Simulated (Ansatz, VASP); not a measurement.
# C in VASP and in Ansatz

The input INCAR:

```
SYSTEM = C
  PREC = Accurate
  ENCUT = 520
  EDIFF = 1E-7
  ISMEAR = 0
  SIGMA = 0.05
  LREAL = .FALSE.
  LASPH = .TRUE.
  NELM = 80
  ALGO = Normal
  ISIF = 2
  LWAVE = .FALSE.
  LCHARG = .TRUE.
  GGA = CA
  LELF = .TRUE.
  LVHAR = .TRUE.
  NBANDS = 26
```

KPOINTS

```
regular mesh
0
G
  8 8 8
  0 0 0
```

POSCAR

```
C
1.0
   -2.4103982985      2.4103982985      2.3380863495
    2.4103982985     -2.4103982985      2.3380863495
    2.4103982985      2.4103982985     -2.3380863495
C
8
Direct
    0.3254710859      0.0000000000      0.0000000000
    0.6745289141      0.6745289141      0.6745289141
    0.0000000000      0.3254710859      0.0000000000
    0.0000000000      0.0000000000      0.3254710859
    0.0000000000      0.6745289141      0.0000000000
    0.3254710859      0.3254710859      0.3254710859
    0.6745289141      0.0000000000      0.0000000000
    0.0000000000      0.0000000000      0.6745289141
```

Input for Ansatz:

```yaml
crystal:
  lattice:
    - [-2.4103982985, 2.4103982985, 2.3380863495]
    - [2.4103982985, -2.4103982985, 2.3380863495]
    - [2.4103982985, 2.4103982985, -2.3380863495]
  atoms:
    - { symbol: C, position: [0.3254710859, 0.0, 0.0] }
    - { symbol: C, position: [0.6745289141, 0.6745289141, 0.6745289141] }
    - { symbol: C, position: [0.0, 0.3254710859, 0.0] }
    - { symbol: C, position: [0.0, 0.0, 0.3254710859] }
    - { symbol: C, position: [0.0, 0.6745289141, 0.0] }
    - { symbol: C, position: [0.3254710859, 0.3254710859, 0.3254710859] }
    - { symbol: C, position: [0.6745289141, 0.0, 0.0] }
    - { symbol: C, position: [0.0, 0.0, 0.6745289141] }
basis:
  ecutwfc: 420
kpoints:
  mp_grid: { grid: [8, 8, 8] }
hamiltonian:
  xc: lda
scf:
  occupations: { method: gaussian, width: 0.05 }
output:
  forces: true
  stress: true
  eigenvalues: true
```

Change from the starting cell: strain +0.000 along x and y, -0.030 along z, atoms carried along.

Alike in both runs: task single point; functional LDA; k mesh 8 × 8 × 8; occupations gaussian, width 0.05 eV; no spin polarisation.

|  | VASP | Ansatz |
| --- | --- | --- |
| version | VASP 6.6.1 | Ansatz 0.2.0 |
| potentials or method | VASP PAW LDA potentials, release 64 (C), cutoff 520 eV | scalar-relativistic, plane waves, PAW |
| valence electrons in the cell | 32 | 32 |

Ansatz gave:

| Quantity | Value |
| --- | --- |
| gap on the k mesh at the Fermi level (eV) | 2.75 |
| least direct gap on the mesh (eV) | 3.58 |
| pressure (GPa) | 11.3 |
| traceless stress, the component that is largest in VASP (GPa) | 13.53 |
| rms of the force components (eV/Å) | 0.435 |

**Question.** Estimate VASP's values.

**Answer.** gap on the k mesh at the Fermi level (eV): 2.74; least direct gap on the mesh (eV): 3.56; pressure (GPa): 12.5; traceless stress, the component that is largest in VASP (GPa): 13.64; rms of the force components (eV/Å): 0.451.

LDA's correlation is that of Perdew and Zunger in VASP and of Perdew and Wang (1992) in Ansatz. Atom by atom the forces differ by 0.035 eV/Å (rms over components).
